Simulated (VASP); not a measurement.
Input of a VASP 6.6.1 run:

Contents of INCAR:

```
SYSTEM = B3As5
PREC = Accurate ; ENCUT = 500
EDIFF = 1E-6 ; ISMEAR = 0
SIGMA = 0.2 ; LREAL = .FALSE.
LASPH = .TRUE. ; NELM = 120
ALGO = Normal ; ISIF = 2
LWAVE = .FALSE. ; LCHARG = .FALSE.
GGA = PE ; NBANDS = 27
GGA_COMPAT = .FALSE.
```

File KPOINTS:

```
Automatic mesh
0
G
  3 3 3
  0 0 0
```

The input POSCAR:

```
B3As5
1.0
    5.0814304336      0.0000000000      0.0000000000
    0.0000000000      5.0814304336      0.0000000000
    0.0000000000      0.0000000000      5.0814304336
B As
3 5
Direct
    0.5000000000      0.5000000000      0.0000000000
    0.5000000000      0.0000000000      0.5000000000
    0.0000000000      0.5000000000      0.5000000000
    0.2802179972      0.7197820028      0.7197820028
    0.7197820028      0.7197820028      0.2802179972
    0.7197820028      0.2802179972      0.7197820028
    0.2802179972      0.2802179972      0.2802179972
    0.0000000000      0.0000000000      0.0000000000
```

Potentials or basis: VASP PAW PBE potentials, release 64 (B, As).

Run with:

```bash
$ cat potpaw_PBE.64/B/POTCAR potpaw_PBE.64/As/POTCAR > POTCAR
$ mpirun -np 1 vasp_std > vasp.out
```

(1) What does it give for the band gap on the k mesh?

(2) What does it give for the largest force?

(3) Predict the pressure.

Answers

(1) zero (band 17 reaches 6.24 eV, above the bottom of band 18 at 6.14 eV).

(2) 0.038 eV/Å.

(3) 0.6 GPa.

Caveat: the k points lie up to 0.41 Å⁻¹ apart.
